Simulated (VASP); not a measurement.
Runs of VASP 6.6.1 on HfN. The structure is hexagonal, space group P6_3/mmc (No. 194). Conventional cell: a = 3.134 Å, b = 3.134 Å, c = 5.417 Å, α = 90.00°, β = 90.00°, γ = 120.00°. Within 3.0 Å of Hf (site symmetry -6m2) lie 6 N at 2.26 Å. N (site symmetry -3m) has 6 Hf at 2.26 Å and 2 N at 2.71 Å within 3.0 Å. 

```csv
level,potentials or basis,cutoff (eV),gap on the mesh (eV),pressure (GPa)
PBEsol,"VASP PAW PBE potentials, release 64 (Hf_pv, N)",600,none,(a)
r2SCAN,"VASP PAW PBE potentials, release 64 (Hf_pv, N)",660,none,0.0
LDA,"VASP PAW LDA potentials, release 64 (Hf_pv, N)",600,none,-9.9
revPBE,"VASP PAW PBE potentials, release 64 (Hf_pv, N)",600,none,7.4
PBE,"VASP PAW PBE potentials, release 64 (Hf_pv, N)",600,none,(b)
```

Alike in all rows: task single point; no spin polarisation; cell as given; k mesh 8 × 8 × 4; smearing fermi-dirac 0.1 eV.

Question: Fill in the values left out.

Answer: (a) -4.3; (b) 4.0.

Caveats: spin-orbit coupling is left out, which moves the levels of the heavy elements; the PAW data sets were made with another functional, which shifts forces and pressure a little (at least some runs); the cell stands under tension (at least some runs); the cell stands under pressure (at least some runs).

A k mesh can miss the band edges, and the runs leave out spin-orbit coupling on Hf.

A gap of «none» marks levels without a gap at the run's occupations.
